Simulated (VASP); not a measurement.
# Pt in VASP: a series of runs

The runs below take Pt through single point, with PBE+D3(BJ).

All numbers are computed with VASP 6.6.1; they aren't measurements. Logs are shortened: lines on timing, memory, paths and dates and some standing lists are left out, and cuts for length are marked.

**1. The cell of the first run**

The cell holds a slab with vacuum, 16 atoms: a = 5.556 Å, b = 5.556 Å, c = 21.893 Å, α = 90.00°, β = 90.00°, γ = 90.00°.

**2. Single point, PBE+D3(BJ)**

File INCAR:

```
SYSTEM = Pt
PREC     = Accurate       ! precision mode
ENCUT    = 520            ! plane-wave cutoff, eV
EDIFF    = 1E-6           ! SCF threshold, eV
ISMEAR   = 0              ! smearing method
SIGMA    = 0.1            ! smearing width, eV
LREAL    = Auto         
LASPH    = .True.         ! aspherical terms in the spheres
NELM     = 100            ! most SCF steps
ALGO     = Normal         ! electronic algorithm
ISIF     = 2              ! what is computed and relaxed
LWAVE    = .False.        ! write WAVECAR
LCHARG   = .False.        ! write CHGCAR
LDIPOL   = .True.       
IDIPOL   = 3            
DIPOL    = 0.5 0.5 0.499
GGA      = PE             ! functional
IVDW     = 12             ! dispersion correction
NBANDS   = 94             ! bands
```

File KPOINTS:

```
Automatic mesh
0
Gamma
  4 4 1
  0 0 0
```

File POSCAR:

```
Pt
1.0
    5.5557316924      0.0000000000      0.0000000000
    0.0000000000      5.5557316924      0.0000000000
    0.0000000000      0.0000000000     21.8927433312
Pt
16
Direct
    0.2500000000      0.2500000000      0.3654178866
    0.2500000000      0.7500000000      0.3654178866
    0.7500000000      0.2500000000      0.3654178866
    0.7500000000      0.7500000000      0.3654178866
    0.5000000000      0.5000000000      0.4551392955
    0.5000000000      0.0000000000      0.4551392955
    0.0000000000      0.5000000000      0.4551392955
    0.0000000000      0.0000000000      0.4551392955
    0.7500000000      0.7500000000      0.5436979005
    0.7500000000      0.2500000000      0.5436979005
    0.2500000000      0.7500000000      0.5436979005
    0.2500000000      0.2500000000      0.5436979005
    0.0000000000      0.0000000000      0.6312726533
    0.0000000000      0.5000000000      0.6312726533
    0.5000000000      0.0000000000      0.6312726533
    0.5000000000      0.5000000000      0.6312726533
```

Potentials or basis: VASP PAW PBE potentials, release 64 (Pt).

On the command line:

```console
$ cat potpaw_PBE.64/Pt/POTCAR > POTCAR
$ mpirun -np 1 vasp_std > vasp.out
```

OUTCAR:

```text
SYSTEM = Pt
   PREC = Accurate
   ENCUT = 520
   EDIFF = 1E-6
   ISMEAR = 0
   LREAL = Auto
   LASPH = .True.
   NELM = 100
   ISIF = 2
   GGA = PE
   IVDW = 12
 IVDW          = 12

 ion  position               nearest neighbor table
   1  0.250  0.250  0.365-   5 2.78   6 2.78   7 2.78   8 2.78   2 2.78   3 2.78   2 2.78   3 2.78

   2  0.250  0.750  0.365-   5 2.78   6 2.78   7 2.78   8 2.78   1 2.78   4 2.78   1 2.78   4 2.78

   3  0.750  0.250  0.365-   5 2.78   6 2.78   7 2.78   8 2.78   1 2.78   4 2.78   4 2.78   1 2.78
[... 23 lines left out ...]
  15  0.500  0.000  0.631-   9 2.74  10 2.74  11 2.74  12 2.74  13 2.78  16 2.78  16 2.78  13 2.78

  16  0.500  0.500  0.631-   9 2.74  10 2.74  11 2.74  12 2.74  14 2.78  15 2.78  15 2.78  14 2.78

  LATTYP: Found a simple tetragonal cell.
 ALAT       =     5.5557316924
 C/A-ratio  =     3.9405688653

  Lattice vectors:

 A1 = (   5.5557316924,   0.0000000000,   0.0000000000)
 A2 = (   0.0000000000,   5.5557316924,   0.0000000000)
 A3 = (   0.0000000000,   0.0000000000,  21.8927433312)

Analysis of symmetry for initial positions (statically):
=====================================================================
 Subroutine PRICEL returns following result:

  LATTYP: Found a simple tetragonal cell.
 ALAT       =     2.7778658462
 C/A-ratio  =     7.8811377307

  Lattice vectors:

 A1 = (   2.7778658462,   0.0000000000,   0.0000000000)
 A2 = (   0.0000000000,   2.7778658462,   0.0000000000)
 A3 = (   0.0000000000,   0.0000000000,  21.8927433312)

   4 primitive cells build up your supercell.

 Routine SETGRP: Setting up the symmetry group for a
 simple tetragonal supercell.

 Subroutine GETGRP returns: Found  8 space group operations
 (whereof  8 operations were pure point group operations)
 out of a pool of 16 trial point group operations.

The static configuration has the point symmetry C_4v.

Analysis of symmetry for dynamics (positions and initial velocities):
=====================================================================
 Subroutine PRICEL returns following result:

  LATTYP: Found a simple tetragonal cell.
 ALAT       =     2.7778658462
 C/A-ratio  =     7.8811377307

  Lattice vectors:

 A1 = (   2.7778658462,   0.0000000000,   0.0000000000)
 A2 = (   0.0000000000,   2.7778658462,   0.0000000000)
 A3 = (   0.0000000000,   0.0000000000,  21.8927433312)

   4 primitive cells build up your supercell.

 Routine SETGRP: Setting up the symmetry group for a
 simple tetragonal supercell.

 Subroutine GETGRP returns: Found  8 space group operations
 (whereof  8 operations were pure point group operations)
 out of a pool of 16 trial point group operations.

The dynamic configuration has the point symmetry C_4v.

 Subroutine INISYM returns: Found  8 space group operations
 (whereof  8 operations are pure point group operations),
 and found     4 'primitive' translations

----------------------------------------------------------------------------------------

                                     Primitive cell

  volume of cell :     168.9362

  direct lattice vectors                    reciprocal lattice vectors
     2.777865846  0.000000000  0.000000000     0.359988587  0.000000000  0.000000000
     0.000000000  2.777865846  0.000000000     0.000000000  0.359988587  0.000000000
     0.000000000  0.000000000 21.892743331     0.000000000  0.000000000  0.045677236

  length of vectors
     2.777865846  2.777865846 21.892743331     0.359988587  0.359988587  0.045677236

  position of ions in fractional coordinates (direct lattice)
     0.500000000  0.500000000  0.365417887
     0.000000000  0.000000000  0.455139295
     0.500000000  0.500000000  0.543697900
     0.000000000  0.000000000  0.631272653

  ion indices of the primitive-cell ions
   primitive index   ion index
                 1           1
                 2           5
                 3          12
                 4          13

----------------------------------------------------------------------------------------

 KPOINTS: Automatic mesh

Automatic generation of k-mesh.
 Grid dimensions read from file:
 generate k-points for:    4    4    1

 Generating k-lattice:

  Cartesian coordinates                     Fractional coordinates (reciprocal lattice)
     0.044998573  0.000000000  0.000000000     0.250000000  0.000000000  0.000000000
     0.000000000  0.044998573  0.000000000     0.000000000  0.250000000  0.000000000
     0.000000000  0.000000000  0.045677236     0.000000000  0.000000000  1.000000000

  Length of vectors
     0.044998573  0.044998573  0.045677236

  Shift w.r.t. Gamma in fractional coordinates (k-lattice)
     0.000000000  0.000000000  0.000000000

 Subroutine IBZKPT returns following result:
 ===========================================

 Found      6 irreducible k-points:

 Following reciprocal coordinates:
            Coordinates               Weight
  0.000000  0.000000  0.000000      1.000000
  0.250000  0.000000  0.000000      4.000000
  0.500000  0.000000  0.000000      2.000000
  0.250000  0.250000  0.000000      4.000000
  0.500000  0.250000  0.000000      4.000000
  0.500000  0.500000  0.000000      1.000000
   k-points           NKPTS =      6   k-points in BZ     NKDIM =      6   number of bands    NBANDS=     94
   number of dos      NEDOS =    301   number of ions     NIONS =     16
   total plane-waves  NPLWV = 296352
   dimension x,y,z NGX =    42 NGY =   42 NGZ =  168
   dimension x,y,z NGXF=    84 NGYF=   84 NGZF=  336
   ions per type =              16
   NGX,Y,Z   is equivalent  to a cutoff of  12.57, 12.57, 12.76 a.u.
   NGXF,Y,Z  is equivalent  to a cutoff of  25.14, 25.14, 25.51 a.u.
 SYSTEM =  Pt
   PREC   = accura    normal or accurate (medium, high low for compatibility)
   ISTART =      0    job   : 0-new  1-cont  2-samecut
   ICHARG =      2    charge: 1-file 2-atom 10-const
   ISPIN  =      1    spin polarized calculation?
   LNONCOLLINEAR =      F non collinear calculations
   LSORBIT =      F    spin-orbit coupling
   LASPH  =      T    aspherical Exc in radial PAW
   ENCUT  =  520.0 eV  38.22 Ry    6.18 a.u.  10.33 10.33 40.71*2*pi/ulx,y,z
   NELM   =    100;   NELMIN=  2; NELMDL= -5     # of ELM steps
   EDIFF  = 0.1E-05   stopping-criterion for ELM
   LREAL  =      T    real-space projection
   EDIFFG = 0.1E-04   stopping-criterion for IOM
   NSW    =      0    number of steps for IOM
[... 5 lines left out ...]
   TEBEG  =    0.0;   TEEND  =   0.0 temperature during run
   PSTRESS=    0.0 pullay stress
   NELECT =     160.0000    total number of electrons
   NUPDOWN=      -1.0000    fix difference up-down
   EMIN   =  10.00;   EMAX   =-10.00  energy-range for DOS
   EFERMI =   0.00;   METHOD = LEGACY
   ISMEAR =     0;   SIGMA  =   0.10  broadening in eV -4-tet -1-fermi 0-gaus
   EFERMI_NEDOS =   21; number of points for ismear=-14 and -15
   IALGO  =     38    algorithm
   IMIX   =      4    mixing-type and parameters
     AMIX     =   0.40;   BMIX     =  1.00
     AMIX_MAG =   1.60;   BMIX_MAG =  1.00
  volume/ion in A,a.u.               =      42.23       285.01
  Fermi-wavevector in a.u.,A,eV,Ry     =   1.012793  1.913901 13.956165  1.025749
  Thomas-Fermi vector in A             =   2.145923
   LORBIT       =      0    0 simple, 1 ext, 2 COOP (PROOUT), +10 PAW based schemes
   GGA     = PE    functional components
   LHFCALC =     F    Hartree Fock is set to
   AEXX    =    0.0000 exact exchange contribution
   IVDW    =    12    specifies the selected vdW correction
   LEPSILON=     F    determine dielectric tensor
   LRPA    =     F    only Hartree local field effects (RPA)
 non-spin polarized calculation
 Gauss-broadening in eV      SIGMA  =   0.10
  energy-cutoff  :      520.00
  volume of cell :      675.74
 maximum number of plane-waves:     18252
 NGX is ok and might be reduce to    42
   NGX = 21   NGY = 21   NGZ = 81

 dipolmoment           0.000000      0.000000      0.201454 electrons x Angstroem

 number of electron     160.0000026 magnetization

 dipolmoment           0.000000      0.000000     -0.001583 electrons x Angstroem

 Free energy of the ion-electron system (eV)
  ---------------------------------------------------
  ext. energy  EPLUGINS =         0.00000000
  ---------------------------------------------------
  free energy    TOTEN  =       -90.46385947 eV

  energy without entropy =      -90.34038821  energy(sigma->0) =      -90.40212384

 E-fermi :   0.4105     XC(G=0):  -5.6903

 val. band max:        0.3731491902   @ k =   0.2500   0.0000   0.0000
 cond. band min:       0.4539668449   @ k =   0.2500   0.2500   0.0000
 fundamental gap:      0.0808176547
 Fermi energy:         0.4104585242

 k-point     1 :       0.0000    0.0000    0.0000
  band No.  band energies     occupation
      1      -9.0958      2.00000
      2      -7.2706      2.00000
      3      -6.4721      2.00000
      4      -6.4721      2.00000
      5      -6.4387      2.00000
      6      -6.4387      2.00000
[... 559 lines left out ...]
     91       2.3550      0.00000
     92       2.3550      0.00000
 [bands above 92 left out]

------------------------ aborting loop because EDIFF is reached ----------------------------------------

 vacuum level on the upper side and lower side of the slab       (xc-potential included)        -0.184        -0.163

 Edisp (eV)   -8.78317

 E8    (eV) :    -4.1926

  FORCE on cell =-STRESS in cart. coord.  units (eV):
  Direction    XX          YY          ZZ          XY          YZ          ZX
  --------------------------------------------------------------------------------------
  -------------------------------------------------------------------------------------
  Total     -11.11185   -11.11185    -3.29210     0.00000    -0.00000     0.00000
  in kB     -26.34596   -26.34596    -7.80550     0.00000    -0.00000     0.00000
  external pressure =      -20.17 kB  Pullay stress =        0.00 kB

 VOLUME and BASIS-vectors are now :
 -----------------------------------------------------------------------------
  energy-cutoff  :      520.00
  volume of cell :      675.74
      direct lattice vectors                 reciprocal lattice vectors
     5.555731692  0.000000000  0.000000000     0.179994293  0.000000000  0.000000000
     0.000000000  5.555731692  0.000000000     0.000000000  0.179994293  0.000000000
     0.000000000  0.000000000 21.892743331     0.000000000  0.000000000  0.045677236

 POSITION                                       TOTAL-FORCE (eV/Angst)
 -----------------------------------------------------------------------------------
      1.38893      1.38893      8.00000         0.000000     -0.000000      0.342188
      1.38893      4.16680      8.00000         0.000000      0.000000      0.342188
      4.16680      1.38893      8.00000        -0.000000     -0.000000      0.342188
      4.16680      4.16680      8.00000         0.000000      0.000000      0.342188
      2.77787      2.77787      9.96425         0.000000      0.000000     -0.319098
      2.77787      0.00000      9.96425        -0.000000     -0.000000     -0.319098
[... 8 lines left out ...]
      2.77787      0.00000     13.82029         0.000000     -0.000000     -0.010246
      2.77787      2.77787     13.82029        -0.000000     -0.000000     -0.010246
 -----------------------------------------------------------------------------------
    total drift:                                0.000000      0.000000     -0.071988

  FREE ENERGIE OF THE ION-ELECTRON SYSTEM (eV)
  ---------------------------------------------------
  free  energy   TOTEN  =       -99.2470254481 eV

  energy  without entropy=      -99.1235541881  energy(sigma->0) =      -99.18528982

 vacuum level on the upper side and lower side of the slab         5.820         5.843
```

Run time: 20 min. Hardware: 1 thread of Intel Xeon Platinum 8375C at 2.90GHz (Ice Lake), shared host; peak memory 0.76 GiB.

Results:

* Free energy: -99.2470 eV
* Largest force: 0.342 eV/Å
* Band gap on the k mesh: zero (bands 80 and 81 overlap by 0.54 eV)
* Dispersion energy per atom: -0.549 eV

Forces on the atoms (eV/Å):
```
Pt   0.000  0.000  0.342
Pt   0.000  0.000  0.342
Pt   0.000  0.000  0.342
Pt   0.000  0.000  0.342
Pt   0.000  0.000 -0.319
Pt   0.000  0.000 -0.319
Pt   0.000  0.000 -0.319
Pt   0.000  0.000 -0.319
Pt   0.000  0.000 -0.013
Pt   0.000  0.000 -0.013
Pt   0.000  0.000 -0.013
Pt   0.000  0.000 -0.013
Pt   0.000  0.000 -0.010
Pt   0.000  0.000 -0.010
Pt   0.000  0.000 -0.010
Pt   0.000  0.000 -0.010
```

Levels at points of the mesh, in eV from the Fermi level:
```tsv
k point	band 78	band 79	band 80	band 81	band 82	band 83
(0.00, 0.00, 0.00)	0.25	0.25	0.28	0.45	0.50	0.97
(0.50, 0.00, 0.00)	0.07	0.09	0.09	0.12	0.12	0.13
(0.50, 0.50, 0.00)	-0.79	-0.79	-0.79	0.14	0.14	0.14
```

Caveat: spin-orbit coupling is left out, which moves the levels of the heavy elements.

**3. Single point, PBE+D3(BJ)**

This run uses another cell than the first one.

File INCAR:

```
SYSTEM = Pt
ALGO = Normal
DIPOL = 0.5 0.5 0.457
EDIFF = 1E-7
ENCUT = 520
GGA = PE
IDIPOL = 3
ISIF = 2
ISMEAR = 0
IVDW = 12
LASPH = .TRUE.
LCHARG = .FALSE.
LDIPOL = .TRUE.
LREAL = Auto
LWAVE = .FALSE.
NBANDS = 94
NELM = 100
PREC = Accurate
SIGMA = 0.1
```

File KPOINTS:

```
k-points
0
G
  4 4 1
  0 0 0
```

File POSCAR:

```
Pt
1.0
    5.5557316927      0.0000000000      0.0000000000
    0.0000000000      5.5557316927      0.0000000000
    0.0000000000      0.0000000000     23.8927433315
Pt
16
Direct
    0.2500000000      0.2500000000      0.3348296966
    0.2500000000      0.7500000000      0.3348296966
    0.7500000000      0.2500000000      0.3348296966
    0.7500000000      0.7500000000      0.3348296966
    0.5000000000      0.5000000000      0.4170407574
    0.5000000000      0.0000000000      0.4170407574
    0.0000000000      0.5000000000      0.4170407574
    0.0000000000      0.0000000000      0.4170407574
    0.7502267728      0.7494223634      0.4981611367
    0.7504861760      0.2490904440      0.4982302543
    0.2502032560      0.7497218263      0.4980639004
    0.2503680904      0.2494684828      0.4981753349
    0.0017732859     -0.0020726275      0.5785538214
    0.0007758633      0.4997845948      0.5783201253
    0.4992794822     -0.0017968282      0.5783069785
    0.5016109221      0.4981578391      0.5786038474
```

Potentials or basis: VASP PAW PBE potentials, release 64 (Pt).

On the command line:

```console
$ cat potpaw_PBE.64/Pt/POTCAR > POTCAR
$ mpirun -np 1 vasp_std > vasp.out
```

Wall time 61 min (1 thread of Intel Xeon Platinum 8488C (Sapphire Rapids), shared host); peak memory 0.87 GiB.

Results (log left out):

```
Free energy                : -99.2430 eV
Largest force              : 0.343 eV/Å
Band gap on the k mesh     : zero (bands 80 and 81 overlap by 0.53 eV)
Dispersion energy per atom : -0.549 eV
```

Forces on the atoms (eV/Å):
```
Pt  -0.001  0.003  0.340
Pt   0.000 -0.001  0.337
Pt   0.001 -0.002  0.343
Pt  -0.002  0.002  0.339
Pt   0.009 -0.015 -0.317
Pt   0.010 -0.005 -0.320
Pt   0.003 -0.014 -0.312
Pt  -0.002 -0.002 -0.330
Pt  -0.006 -0.004  0.007
Pt   0.002  0.005  0.014
Pt   0.023 -0.053  0.011
Pt  -0.002  0.025  0.005
Pt  -0.074  0.061 -0.046
Pt   0.010 -0.044 -0.008
Pt   0.067  0.021 -0.001
Pt  -0.041  0.024 -0.065
```

Levels at points of the mesh, in eV from the Fermi level:
| k point | band 78 | band 79 | band 80 | band 81 | band 82 | band 83 |
| --- | --- | --- | --- | --- | --- | --- |
| (0.00, 0.00, 0.00) | 0.25 | 0.25 | 0.28 | 0.45 | 0.50 | 0.97 |
| (0.50, 0.00, 0.00) | 0.07 | 0.09 | 0.09 | 0.12 | 0.12 | 0.13 |
| (0.00, 0.50, 0.00) | 0.07 | 0.09 | 0.09 | 0.12 | 0.12 | 0.13 |
| (0.50, 0.50, 0.00) | -0.79 | -0.78 | -0.78 | 0.13 | 0.14 | 0.14 |

Caveat: spin-orbit coupling is left out, which moves the levels of the heavy elements.

The gap in the log of VASP goes by the Fermi energy; the results here count the filled bands.